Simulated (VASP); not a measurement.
Write the native input for VASP 6.6.1 that does the following.

```yaml
Task: single point
Functional: r2SCAN
Potentials_or_basis: VASP PAW PBE potentials, release 64 (Ga_d, As)
Cutoff: 520 eV
k_mesh: 8 × 8 × 8
Occupations: fermi-dirac, width 0.02 eV
Spin: no spin polarisation
Dipole_correction: no
Further_INCAR_settings: ALGO = Normal; EDIFF = 1e-07; NBANDS = 16
```

GaAs:

```
CELL_PARAMETERS angstrom
0.00000 2.83264 2.83264
2.83264 0.00000 2.83264
2.83264 2.83264 0.00000
ATOMIC_POSITIONS crystal
Ga 0.00000 0.00000 0.00000
As 0.25000 0.25000 0.25000
```

These files were run (other wordings do the same):

POSCAR

```
GaAs
1.0
    0.0000000000      2.8326413573      2.8326413573
    2.8326413573      0.0000000000      2.8326413573
    2.8326413573      2.8326413573      0.0000000000
Ga As
1 1
Direct
    0.0000000000      0.0000000000      0.0000000000
    0.2500000000      0.2500000000      0.2500000000
```

INCAR.step1

```
PREC = Accurate
ENCUT = 520
ISMEAR = -1
SIGMA = 0.02
LREAL = False
LASPH = True
NELM = 100
NBANDS = 16
GGA = PE
ALGO = Normal
EDIFF = 1E-4
LWAVE = True
LCHARG = False
```

INCAR.step2

```
PREC = Accurate
ENCUT = 520
EDIFF = 1E-7
ISMEAR = -1
SIGMA = 0.02
LREAL = False
LASPH = True
NELM = 100
ALGO = Normal
ISIF = 2
LWAVE = False
LCHARG = False
METAGGA = R2SCAN
LMIXTAU = True
NBANDS = 16
ISTART = 1
```

KPOINTS

```
Automatic mesh
0
Gamma
  8 8 8
```

Potentials or basis: VASP PAW PBE potentials, release 64 (Ga_d, As).

Launch:

```bash
$ cat potpaw_PBE.64/Ga_d/POTCAR potpaw_PBE.64/As/POTCAR > POTCAR
$ cp INCAR.step1 INCAR
$ mpirun -np 1 vasp_std > vasp.out
$ cp INCAR.step2 INCAR
$ mpirun -np 1 vasp_std > vasp.out
```

It gave:

```yaml
Pressure: 0.2 GPa
Band_gap_on_the_k_mesh: 0.95 eV, direct
```

Caveat: the PAW data sets were made with another functional, which shifts forces and pressure a little.

It took 89 s on 1 thread of Intel(R) Xeon(R) Platinum 8259CL CPU @ 2.50GHz (Skylake/Cascade Lake), on a shared host, peak memory 0.18 GiB.
